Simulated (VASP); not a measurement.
# W16C15 (a cell with a defect) in VASP: further runs, part 3 of 3

VASP 6.6.1. Earlier steps stand in the parts before.

## Step 5: Single point, PBE

INCAR

```
SYSTEM = W16C15
PREC = Accurate
ENCUT = 520
EDIFF = 1E-6
ISMEAR = 1
SIGMA = 0.1
LREAL = Auto
LASPH = .TRUE.
NELM = 120
ALGO = Normal
ISIF = 2
LWAVE = .FALSE.
LCHARG = .TRUE.
GGA = PE
LELF = .TRUE.
LVHAR = .TRUE.
NBANDS = 163
GGA_COMPAT = .FALSE.
```

KPOINTS

```
regular mesh
0
G
  1 1 1
  0 0 0
```

POSCAR

```
W16C15
1.0
   -2.9220740600      5.0611807300      5.6926483200
    5.8441481100      0.0000000000      5.6926483200
    2.9220740600      5.0611807300      0.0000000000
W C
16 15
Direct
    0.0063901009     -0.0040073786     -0.0020197768
    0.2515139405      0.2456228649      0.2505856951
    0.0017845545     -0.0041310897      0.5003344442
    0.2533739023      0.2475180973      0.7486798220
   -0.0003977362      0.4942439818     -0.0008474278
    0.2540588451      0.7487738751      0.2505690543
   -0.0003910790      0.4942473375      0.5053248359
    0.2540664821      0.7487711567      0.7449077237
    0.5033484326     -0.0028335861     -0.0027664271
    0.7511144304      0.2450077049      0.2524756944
    0.5033494064     -0.0028122505      0.5005370918
    0.7511344450      0.2450175534      0.7497060516
    0.5027256384      0.4970557779     -0.0007340804
    0.7526663352      0.7418886631      0.2519178264
    0.5008123823      0.4947249636      0.5013705608
    0.7522499382      0.7465535221      0.7497505644
    0.0357811256      0.2101940201      0.1244534211
    0.2842988490      0.4640640852      0.3691391878
    0.0357827223      0.2101773162      0.6278928465
    0.2842930510      0.4640584649      0.8806847110
   -0.2104432816      0.4608423788      0.3739511751
    0.2898830796      0.9608859122      0.3737654204
    0.0387103746      0.7097611207      0.6249661822
    0.2874201374      0.9587894651      0.8760247807
    0.5367018214      0.2115054734      0.1249825125
    0.5354602839      0.2128629500      0.6249803946
    0.7874822827      0.4583670306      0.8762569610
    0.5382052366      0.7125475940      0.1260994344
    0.7911691771      0.9570884775      0.3666454343
    0.5381919631      0.7125508546      0.6214408011
    0.7911606586      0.9570948880      0.8834871068
```

The run is started by

```console
$ cat potpaw_PBE.64/W_sv/POTCAR potpaw_PBE.64/C/POTCAR > POTCAR
$ mpirun -np 1 vasp_gam > vasp.out
```

It took 3 min on 1 thread of AMD EPYC 7R43 (Zen 3), shared host; peak memory 0.4 GiB.

It converged, with:

- Free energy: -348.4919 eV
- Pressure: -1.1 GPa
- Largest force: 0.046 eV/Å
- Band gap on the k mesh: 0.60 eV

Forces in eV/Å, atoms in the order of the input:
```
W    0.002 -0.001 -0.045
W    0.013 -0.010 -0.005
W    0.011 -0.006  0.025
W    0.000  0.001  0.007
W    0.018  0.019  0.008
W   -0.002 -0.018 -0.016
W   -0.008 -0.031  0.008
W    0.014  0.008 -0.014
W    0.014  0.013  0.000
W   -0.001 -0.002 -0.003
W   -0.005 -0.019 -0.001
W    0.000 -0.001 -0.005
W    0.006 -0.007 -0.008
W    0.010 -0.009  0.030
W    0.003 -0.004  0.002
W   -0.003  0.002 -0.020
C    0.013  0.010  0.003
C    0.019  0.019  0.000
C    0.005 -0.015  0.002
C   -0.013 -0.023 -0.004
C   -0.030  0.020 -0.002
C   -0.012  0.008  0.000
C   -0.013  0.008 -0.004
C   -0.028  0.020  0.011
C   -0.021  0.017  0.010
C   -0.023  0.017  0.002
C   -0.008  0.006  0.009
C   -0.010 -0.027  0.001
C    0.010 -0.009  0.008
C    0.022  0.024 -0.003
C    0.017 -0.009  0.006
```

Stress tensor (GPa, compression positive):
```
  2.65 -10.51   0.02
-10.51  -9.50  -0.01
  0.02  -0.01   3.70
```

Levels at points of the mesh, in eV from the valence-band top:
| k point | band 140 | band 141 | band 142 | band 143 | band 144 | band 145 |
| --- | --- | --- | --- | --- | --- | --- |
| (0.00, 0.00, 0.00) | -0.29 | -0.07 | 0.00 | 0.60 | 0.78 | 0.87 |

Caveat: the k points lie up to 1.21 Å⁻¹ apart; spin-orbit coupling is left out, which moves the levels of the heavy elements.

## Step 6: Relaxation of the atoms, PBE

INCAR

```
PREC = Accurate
ENCUT = 520
EDIFF = 1E-7
ISMEAR = 1
SIGMA = 0.1
LREAL = Auto
LASPH = T
NELM = 120
ALGO = Normal
ISIF = 2
LWAVE = F
LCHARG = F
GGA = PE
IBRION = 2
NSW = 90
EDIFFG = -0.02
GGA_COMPAT = F
NELMIN = 4
```

KPOINTS

```
regular mesh
0
Gamma
  1 1 1
```

POSCAR

```
W16C15
1.0
   -2.9220740600      5.0611807300      5.6926483200
    5.8441481100      0.0000000000      5.6926483200
    2.9220740600      5.0611807300      0.0000000000
W C
16 15
Direct
    0.0000000000      0.0000000000      0.0000000000
    0.2500000000      0.2500000000      0.2500000000
    0.0000000000      0.0000000000      0.5000000000
    0.2500000000      0.2500000000      0.7500000000
    0.0000000000      0.5000000000      0.0000000000
    0.2500000000      0.7500000000      0.2500000000
    0.0000000000      0.5000000000      0.5000000000
    0.2500000000      0.7500000000      0.7500000000
    0.5000000000      0.0000000000      0.0000000000
    0.7500000000      0.2500000000      0.2500000000
    0.5000000000      0.0000000000      0.5000000000
    0.7500000000      0.2500000000      0.7500000000
    0.5000000000      0.5000000000      0.0000000000
    0.7500000000      0.7500000000      0.2500000000
    0.5000000000      0.5000000000      0.5000000000
    0.7500000000      0.7500000000      0.7500000000
    0.0416666700      0.2083333300      0.1250000000
    0.2916666700      0.4583333300      0.3750000000
    0.0416666700      0.2083333300      0.6250000000
    0.2916666700      0.4583333300      0.8750000000
    0.0416666700      0.7083333300      0.1250000000
    0.2916666700      0.9583333300      0.3750000000
    0.0416666700      0.7083333300      0.6250000000
    0.2916666700      0.9583333300      0.8750000000
    0.5416666700      0.2083333300      0.1250000000
    0.5416666700      0.2083333300      0.6250000000
    0.7916666700      0.4583333300      0.8750000000
    0.5416666700      0.7083333300      0.1250000000
    0.7916666700      0.9583333300      0.3750000000
    0.5416666700      0.7083333300      0.6250000000
    0.7916666700      0.9583333300      0.8750000000
```

Potentials or basis: VASP PAW PBE potentials, release 64 (W_sv, C).

The run is started by

```console
$ cat potpaw_PBE.64/W_sv/POTCAR potpaw_PBE.64/C/POTCAR > POTCAR
$ mpirun -np 1 vasp_gam > vasp.out
```

It took 26 min on 1 thread of AMD EPYC 7R43 (Zen 3), shared host; peak memory 0.46 GiB.

Results (log left out):

```yaml
Free_energy: -348.4926 eV
Energy_gained_by_relaxing: 22.2 meV/atom
Ionic_steps: 15
Pressure_after_relaxing: -1.1 GPa
Largest_force_after_relaxing: 0.014 eV/Å
```

Forces on the atoms (eV/Å):
```
W    0.009 -0.005  0.005
W    0.002 -0.001  0.007
W    0.002 -0.001 -0.007
W    0.009 -0.005 -0.005
W   -0.003  0.003  0.003
W   -0.008  0.001 -0.004
W   -0.005  0.001  0.003
W   -0.005  0.007 -0.004
W   -0.008  0.001  0.004
W   -0.003  0.003 -0.003
W   -0.005  0.007  0.004
W   -0.005  0.001 -0.003
W    0.004 -0.002  0.000
W    0.007 -0.004  0.000
W    0.007 -0.004  0.000
W    0.004 -0.002  0.000
C    0.002  0.001  0.000
C    0.004 -0.001 -0.002
C    0.001 -0.002  0.000
C    0.002 -0.003 -0.002
C   -0.003  0.002 -0.013
C   -0.006  0.004  0.000
C    0.000  0.000 -0.011
C   -0.003  0.001  0.000
C    0.000  0.000  0.011
C   -0.003  0.002  0.013
C    0.007 -0.004  0.000
C   -0.002  0.010  0.000
C    0.002 -0.003  0.002
C   -0.010 -0.004  0.000
C    0.004 -0.001  0.002
```

Stress tensor (GPa, compression positive):
```
  2.62 -10.52   0.00
-10.52  -9.53   0.00
  0.00   0.00   3.69
```

The path:
```csv
step,energy change (eV),largest force (eV/Å),pressure (GPa)
1,0.0000,1.6298,-1.37
2,-0.3463,1.5652,-0.21
3,-0.6390,0.4557,-1.14
4,-0.6390,0.4388,-1.16
5,-0.6645,0.4364,-1.12
6,-0.6661,0.2900,-1.14
7,-0.6801,0.1295,-1.10
8,-0.6808,0.2079,-1.08
9,-0.6858,0.1022,-1.06
10,-0.6861,0.0960,-1.07
11,-0.6880,0.0634,-1.07
12,-0.6880,0.0554,-1.07
13,-0.6886,0.0280,-1.07
14,-0.6886,0.0259,-1.07
15,-0.6887,0.0135,-1.08
```

Final structure:
```xyz
31
Lattice="-2.9221 5.0612 5.6926 5.8441 0.0000 5.6926 2.9221 5.0612 0.0000" Properties=species:S:1:pos:R:3 pbc="T T T"
W     8.7398    5.0764    5.7067
W     1.4372    2.5443    2.8526
W     7.2814    2.5443    5.6864
W     2.8957    5.0764    2.8323
W     5.8141    5.0604    2.8715
W     4.3534    2.5389    5.7050
W     4.3687    2.5570    2.8715
W     5.8221    5.0827    5.7050
W     7.2755    7.6001    8.5266
W    -0.0300    5.0604    5.6675
W     5.8221    5.0827    8.5266
W     1.4467    7.6182    5.6675
W     4.3578    7.6064    5.6949
W     2.8771    5.0871    8.5594
W     2.8771    5.0871    5.6722
W     4.3578    7.6064    8.5367
C     1.5340    0.8367    1.4232
C     2.9618    3.3632    4.2830
C     2.9645    3.3143    1.4232
C     4.4124    5.8757    4.2830
C     4.4037    0.8317    4.2584
C     5.8800    3.3534    7.1158
C     5.8635    3.3629    4.2832
C     7.3524    5.8775    7.1158
C     0.0194    3.3629    4.2558
C     1.4816    5.8929    4.2806
C     2.9414    8.4241    7.1158
C     2.9442    3.4153    7.1158
C     4.4124    5.8757    9.9487
C     4.3585    5.8650    7.1158
C     5.8839    8.4244    9.9487
```

Levels at points of the mesh, in eV from the Fermi level:
```
           k point  band 139  band 140  band 141  band 142  band 143  band 144  band 145  band 146
(0.00, 0.00, 0.00)     -0.92     -0.37     -0.15     -0.07      0.52      0.70      0.79      0.81
```

Caveat: the k points lie up to 1.21 Å⁻¹ apart; spin-orbit coupling is left out, which moves the levels of the heavy elements.
